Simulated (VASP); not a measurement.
# ZrC (F-43m) in VASP: a series of runs, part 2 of 2

VASP 6.6.1.

### 4 Single point, B3LYP

This run uses another cell than the first one, of 16.78 Å³/atom.

POSCAR

```
ZrC
1.0
    0.0000000000      2.5601337526      2.5601337526
    2.5601337526      0.0000000000      2.5601337526
    2.5601337526      2.5601337526      0.0000000000
Zr C
1 1
Direct
    0.5000000000      0.5000000000      0.5000000000
    0.7500000000      0.7500000000      0.7500000000
```

INCAR.step1

```
PREC = Accurate ; ENCUT = 520
EDIFF = 1E-5 ; ISMEAR = -1
SIGMA = 0.05 ; LREAL = F
LASPH = T ; NELM = 100
ALGO = Normal ; ISIF = 2
LWAVE = T ; GGA = PE
NBANDS = 15
```

INCAR.step2

```
PREC = Accurate ; ENCUT = 520
EDIFF = 1E-6 ; ISMEAR = -1
SIGMA = 0.05 ; LREAL = F
LASPH = T ; NELM = 100
ALGO = Normal ; ISIF = 2
LWAVE = F ; LCHARG = T
GGA = B3 ; LHFCALC = T
AEXX = 0.2 ; AGGAX = 0.72
AGGAC = 0.81 ; ALDAC = 0.19
PRECFOCK = Normal ; LELF = T
LVHAR = T ; ISTART = 1
NBANDS = 15
```

KPOINTS

```
regular mesh
0
Gamma
  5 5 5
```

Potentials or basis: VASP PAW PBE potentials, release 64 (Zr_sv, C).

Command:

```sh
> cat potpaw_PBE.64/Zr_sv/POTCAR potpaw_PBE.64/C/POTCAR > POTCAR
> cp INCAR.step1 INCAR
> mpirun -np 1 vasp_std > vasp.out
> cp INCAR.step2 INCAR
> mpirun -np 1 vasp_std > vasp.out
```

OUTCAR:

```text
PREC = Accurate
   ENCUT = 520
   EDIFF = 1E-6
   ISMEAR = -1
   LREAL = F
   LASPH = T
   NELM = 100
   ISIF = 2
   GGA = B3
   LHFCALC = T
   AEXX = 0.2
   PRECFOCK = Normal
   ISTART = 1

 ion  position               nearest neighbor table
   1  0.500  0.500  0.500-   2 2.22   2 2.22   2 2.22   2 2.22
   2  0.750  0.750  0.750-   1 2.22   1 2.22   1 2.22   1 2.22

  LATTYP: Found a face centered cubic cell.
 ALAT       =     5.1202675052

  Lattice vectors:

 A1 = (   0.0000000000,   2.5601337526,   2.5601337526)
 A2 = (   2.5601337526,   0.0000000000,   2.5601337526)
 A3 = (   2.5601337526,   2.5601337526,   0.0000000000)

Analysis of symmetry for initial positions (statically):
=====================================================================
 Subroutine PRICEL returns:
 Original cell was already a primitive cell.

 Routine SETGRP: Setting up the symmetry group for a
 face centered cubic supercell.

 Subroutine GETGRP returns: Found 24 space group operations
 (whereof 24 operations were pure point group operations)
 out of a pool of 48 trial point group operations.

The static configuration has the point symmetry T_d .

Analysis of symmetry for dynamics (positions and initial velocities):
=====================================================================
 Subroutine PRICEL returns:
 Original cell was already a primitive cell.

 Routine SETGRP: Setting up the symmetry group for a
 face centered cubic supercell.

 Subroutine GETGRP returns: Found 24 space group operations
 (whereof 24 operations were pure point group operations)
 out of a pool of 48 trial point group operations.

The dynamic configuration has the point symmetry T_d .

 Subroutine INISYM returns: Found 24 space group operations
 (whereof 24 operations are pure point group operations),
 and found     1 'primitive' translations

----------------------------------------------------------------------------------------

                                     Primitive cell

  volume of cell :      33.5597

  direct lattice vectors                    reciprocal lattice vectors
     0.000000000  2.560133753  2.560133753    -0.195302296  0.195302296  0.195302296
     2.560133753  0.000000000  2.560133753     0.195302296 -0.195302296  0.195302296
     2.560133753  2.560133753  0.000000000     0.195302296  0.195302296 -0.195302296

  length of vectors
     3.620575874  3.620575874  3.620575874     0.338273500  0.338273500  0.338273500

  position of ions in fractional coordinates (direct lattice)
     0.500000000  0.500000000  0.500000000
     0.750000000  0.750000000  0.750000000

  ion indices of the primitive-cell ions
   primitive index   ion index
                 1           1
                 2           2

----------------------------------------------------------------------------------------

 KPOINTS: regular mesh

Automatic generation of k-mesh.
 Grid dimensions read from file:
 generate k-points for:    5    5    5

 Generating k-lattice:

  Cartesian coordinates                     Fractional coordinates (reciprocal lattice)
    -0.039060459  0.039060459  0.039060459     0.200000000  0.000000000  0.000000000
[... 33 lines left out ...]
   NGXF,Y,Z  is equivalent  to a cutoff of  25.71, 25.71, 25.71 a.u.
 SYSTEM =  unknown system
   PREC   = accura    normal or accurate (medium, high low for compatibility)
   ISTART =      1    job   : 0-new  1-cont  2-samecut
   ICHARG =      0    charge: 1-file 2-atom 10-const
   ISPIN  =      1    spin polarized calculation?
   LNONCOLLINEAR =      F non collinear calculations
   LSORBIT =      F    spin-orbit coupling
   LASPH  =      T    aspherical Exc in radial PAW
   ENCUT  =  520.0 eV  38.22 Ry    6.18 a.u.   6.73  6.73  6.73*2*pi/ulx,y,z
   NELM   =    100;   NELMIN=  2; NELMDL=  0     # of ELM steps
   EDIFF  = 0.1E-05   stopping-criterion for ELM
   LREAL  =      F    real-space projection
   EDIFFG = 0.1E-04   stopping-criterion for IOM
   NSW    =      0    number of steps for IOM
   IBRION =     -1    ionic relax: 0-MD 1-quasi-New 2-CG
   NFREE  =      0    steps in history (QN), initial steepest desc. (CG)
   ISIF   =      2    stress and relaxation
   ISYM   =      3    0-nonsym 1-usesym 2-fastsym
   POTIM  = 0.5000    time-step for ionic-motion
   TEBEG  =    0.0;   TEEND  =   0.0 temperature during run
   PSTRESS=    0.0 pullay stress
   NELECT =      16.0000    total number of electrons
   NUPDOWN=      -1.0000    fix difference up-down
   EMIN   =  10.00;   EMAX   =-10.00  energy-range for DOS
   EFERMI =   0.00;   METHOD = LEGACY
   ISMEAR =    -1;   SIGMA  =   0.05  broadening in eV -4-tet -1-fermi 0-gaus
   EFERMI_NEDOS =   21; number of points for ismear=-14 and -15
   IALGO  =     38    algorithm
   IMIX   =      1    mixing-type and parameters
     AMIX     =   0.40;   BMIX     =  1.00
     AMIX_MAG =   1.60;   BMIX_MAG =  1.00
  volume/ion in A,a.u.               =      16.78       113.24
  Fermi-wavevector in a.u.,A,eV,Ry     =   1.278916  2.416802 22.254060  1.635627
  Thomas-Fermi vector in A             =   2.411432
   LORBIT       =      0    0 simple, 1 ext, 2 COOP (PROOUT), +10 PAW based schemes
   GGA     = B3    functional components
   LHFCALC =     T    Hartree Fock is set to
   PRECFOCK=normal    Normal, Fast or Accurate (Low or Medium for compatibility)
   ENCUT4O =  -1.0   cutoff for four orbital integrals eV
   NKREDX  =     1    reduce k-point grid by
   NKREDY  =     1    reduce k-point grid by
   NKREDZ  =     1    reduce k-point grid by
   AEXX    =    0.2000 exact exchange contribution
   HFSCREEN=    0.0000 screening length (either q_TF or 0.3 A-1)
   HFSCREENC=   0.0000 screening length for correlation (either q_TF or 0.3 A-1)
   ENCUTFOCK=  -1.0 apply spherical cutoff to Coloumb kernel
   IVDW    =     0    specifies the selected vdW correction
   LEPSILON=     F    determine dielectric tensor
   LRPA    =     F    only Hartree local field effects (RPA)
 non-spin polarized calculation
  energy-cutoff  :      520.00
  volume of cell :       33.56
 maximum number of plane-waves:       918
  NGX = 24; NGY = 24; NGZ = 24

 number of electron      16.0000001 magnetization

 Free energy of the ion-electron system (eV)
  ---------------------------------------------------
  ext. energy  EPLUGINS =         0.00000000
  ---------------------------------------------------
  free energy    TOTEN  =       -20.51470611 eV

  energy without entropy =      -20.51470611  energy(sigma->0) =      -20.51470611

 E-fermi :   6.7307     XC(G=0):  -8.3987

 val. band max:        5.7229361691   @ k =  -0.4000   0.4000   0.0000
 cond. band min:       7.6920327347   @ k =  -0.4000   0.4000   0.0000
 fundamental gap:      1.9690965656
 Fermi energy:         6.7306696986

 k-point     1 :       0.0000    0.0000    0.0000
  band No.  band energies     occupation
      1     -44.7161      2.00000
      2     -21.5482      2.00000
      3     -21.5482      2.00000
      4     -21.5482      2.00000
      5      -4.7167      2.00000
      6       3.5736      2.00000
      7       3.5736      2.00000
      8       3.5736      2.00000
      9      10.4590      0.00000
     10      10.4590      0.00000
     11      10.7715      0.00000
     12      15.9233      0.00000
     13      15.9233      0.00000
     14      15.9233      0.00000
[... 149 lines left out ...]
      2     -21.9101      2.00000
      3     -21.7770      2.00000
      4     -21.6868      2.00000
      5      -3.0680      2.00000
      6       3.2046      2.00000
      7       4.4777      2.00000
      8       5.6915      2.00000
      9       8.2647      0.00000
     10      10.3932      0.00000
     11      11.9547      0.00000
     12      13.4657      0.00000
     13      14.8818      0.00000
     14      18.3305      0.00000
     15      19.2779      0.00000

------------------------ aborting loop because EDIFF is reached ----------------------------------------

  FORCE on cell =-STRESS in cart. coord.  units (eV):
  Direction    XX          YY          ZZ          XY          YZ          ZX
  --------------------------------------------------------------------------------------
  -------------------------------------------------------------------------------------
  Total        0.0482742      0.0482742      0.0482742      0.0000000      0.0000000      0.0000000
  in kB        2.3046626      2.3046626      2.3046626      0.0000000      0.0000000      0.0000000
  external PRESSURE =       2.3046626 kB  Pullay stress =       0.0000000 kB

 VOLUME and BASIS-vectors are now :
 -----------------------------------------------------------------------------
  energy-cutoff  :      520.00
  volume of cell :       33.56
      direct lattice vectors                 reciprocal lattice vectors
     0.000000000  2.560133753  2.560133753    -0.195302296  0.195302296  0.195302296
     2.560133753  0.000000000  2.560133753     0.195302296 -0.195302296  0.195302296
     2.560133753  2.560133753  0.000000000     0.195302296  0.195302296 -0.195302296

 POSITION                                       TOTAL-FORCE (eV/Angst)
 -----------------------------------------------------------------------------------
      2.56013      2.56013      2.56013         0.000000      0.000000      0.000000
      3.84020      3.84020      3.84020        -0.000000     -0.000000     -0.000000
 -----------------------------------------------------------------------------------
    total drift:                               -0.000001      0.000000     -0.000000

  FREE ENERGIE OF THE ION-ELECTRON SYSTEM (eV)
  ---------------------------------------------------
  free  energy   TOTEN  =       -20.5147061125 eV

  energy  without entropy=      -20.5147061107  energy(sigma->0) =      -20.51470611
```

It took 14 min on 1 thread of Intel Xeon Platinum 8259CL at 2.50GHz (Skylake/Cascade Lake), shared host; peak memory 0.17 GiB.

Results:

```yaml
Free_energy: -20.5147 eV
Pressure: 0.2 GPa
Band_gap_on_the_k_mesh: 1.97 eV
```

Caveat: the k points lie up to 0.43 Å⁻¹ apart; the PAW data sets were made with another functional, which shifts forces and pressure a little; an odd mesh through Γ misses points on the zone boundary, where band edges can lie.

### 5 Overview

| level | cell | share of exact exchange | screening parameter | gap on the mesh (eV) | pressure (GPa) |
| --- | --- | --- | --- | --- | --- |
| B3LYP | a = 3.600 Å, angles 60.0°, 2 atoms | 0.2 | - | 1.95 | 2.9 |
| HSE06 | a = 3.600 Å, angles 60.0°, 2 atoms | 0.25 | 0.2079 1/Å | 1.47 | -1.3 |
| B3LYP | a = 3.621 Å, angles 60.0°, 2 atoms | 0.2 | - | 1.97 | 0.2 |

Alike in all rows: task single point; potentials or basis VASP PAW PBE potentials, release 64 (Zr_sv, C); no spin polarisation; k mesh 5 × 5 × 5; cutoff (eV) 520; smearing fermi-dirac 0.05 eV.

Caveats: all runs use coarse meshes; the PAW data sets were made with another functional, which shifts forces and pressure a little; an odd mesh through Γ misses points on the zone boundary, where band edges can lie.

Total energies depend on the potentials used, so only differences within one code and one set of settings carry meaning.
